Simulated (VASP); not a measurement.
Write the native input for VASP 6.6.1 that does the following.

- Task: single point
- Functional: PBEsol
- Potentials or basis: VASP PAW PBE potentials, release 64 (Zn, S)
- Cutoff: 520 eV
- k mesh: 12 × 12 × 12
- Occupations: gaussian, width 0.05 eV
- Spin: no spin polarisation
- Dipole correction: no
- Further INCAR settings: ALGO = Normal; EDIFF = 1e-06; NBANDS = 16

The structure of ZnS lies in POSCAR:

```
ZnS
1.0
    0.0000000000      2.7020000000      2.7020000000
    2.7020000000      0.0000000000      2.7020000000
    2.7020000000      2.7020000000      0.0000000000
Zn S
1 1
Direct
    0.7397190000      0.7437320000      0.7477960000
   -0.0090390000      0.0118540000     -0.0118510000
```

One way to write it, as run:

INCAR

```
ALGO     = Normal         # electronic algorithm
EDIFF    = 1E-6           # SCF threshold, eV
ENCUT    = 520            # plane-wave cutoff, eV
GGA      = PS             # functional
ISIF     = 2              # what is computed and relaxed
ISMEAR   = 0              # smearing method
LASPH    = True           # aspherical terms in the spheres
LCHARG   = False          # write CHGCAR
LREAL    = False          # projectors in reciprocal space
LWAVE    = False          # write WAVECAR
NBANDS   = 16             # bands
NELM     = 80             # most SCF steps
PREC     = Accurate       # precision mode
SIGMA    = 0.05           # smearing width, eV
```

KPOINTS

```
k-points
0
Gamma
  12 12 12
```

Potentials or basis: VASP PAW PBE potentials, release 64 (Zn, S).

Command:

```sh
$ cat potpaw_PBE.64/Zn/POTCAR potpaw_PBE.64/S/POTCAR > POTCAR
$ mpirun -np 1 vasp_std > vasp.out
```

It gave:

| Quantity | Value |
| --- | --- |
| Pressure | -1.6 GPa |
| Largest force | 0.379 eV/Å |
| Band gap on the k mesh | 1.94 eV |

Caveat: the PAW data sets were made with another functional, which shifts forces and pressure a little.

Run time: 5.3 min on 1 thread of Oxide Virtual Turin-like Processor, with other jobs on the host, peak memory 0.56 GiB.
